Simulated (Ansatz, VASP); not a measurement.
# TiN: VASP beside Ansatz

INCAR

```
  ALGO = Normal
  EDIFF = 1E-6
  ENCUT = 600
  GGA = PE
  GGA_COMPAT = False
  ISIF = 2
  ISMEAR = 0
  ISPIN = 2
  IVDW = 12
  LASPH = True
  LCHARG = False
  LMAXMIX = 4
  LORBIT = 11
  LREAL = False
  LWAVE = False
  MAGMOM = 1 0
  NBANDS = 20
  NELM = 200
  PREC = Accurate
  SIGMA = 0.1
```

File KPOINTS:

```
k-points
0
Gamma
  8 8 8
```

Contents of POSCAR:

```
TiN
1.0
    0.0000000000      2.1220000000      2.1220000000
    2.1220000000      0.0000000000      2.1220000000
    2.1220000000      2.1220000000      0.0000000000
Ti N
1 1
Direct
    0.0000000000      0.0000000000      0.0000000000
    0.5000000000      0.5000000000      0.5000000000
```

Input for Ansatz:

```yaml
crystal:
  lattice:
    - [0.0, 2.122, 2.122]
    - [2.122, 0.0, 2.122]
    - [2.122, 2.122, 0.0]
  atoms:
    - { symbol: Ti, position: [0.0, 0.0, 0.0], spin: 1.0 }
    - { symbol: "N", position: [0.5, 0.5, 0.5] }
basis:
  ecutwfc: 420
kpoints:
  mp_grid: { grid: [8, 8, 8] }
hamiltonian:
  xc: pbe
  dispersion: d3bj
scf:
  occupations: { method: gaussian, width: 0.1 }
  lower_state_search: "off"
output:
  forces: true
  stress: true
  eigenvalues: true
  populations: true
magnetization:
  spin_polarized: true
```

Alike in both runs: task single point; functional PBE; dispersion D3(BJ); k mesh 8 × 8 × 8; occupations gaussian, width 0.1 eV; collinear spin.

|  | VASP | Ansatz |
| --- | --- | --- |
| version | VASP 6.6.1 | Ansatz 0.2.0 |
| potentials or method | VASP PAW PBE potentials, release 64 (Ti_sv, N), cutoff 600 eV | scalar-relativistic, plane waves, PAW |
| valence electrons in the cell | 17 | 17 |

|  | VASP | Ansatz | Ansatz less VASP |
| --- | --- | --- | --- |
| gap on the k mesh at the Fermi level (eV) | none | none | - |
| pressure (GPa) | -7.1 | -7.4 | -0.30 |
| net moment per atom (μB) | 0.00 | 0.00 | 0.000 |

A gap of «none» marks a metal or a gap that the smearing closes. Ansatz's warnings: seeded moment not kept.
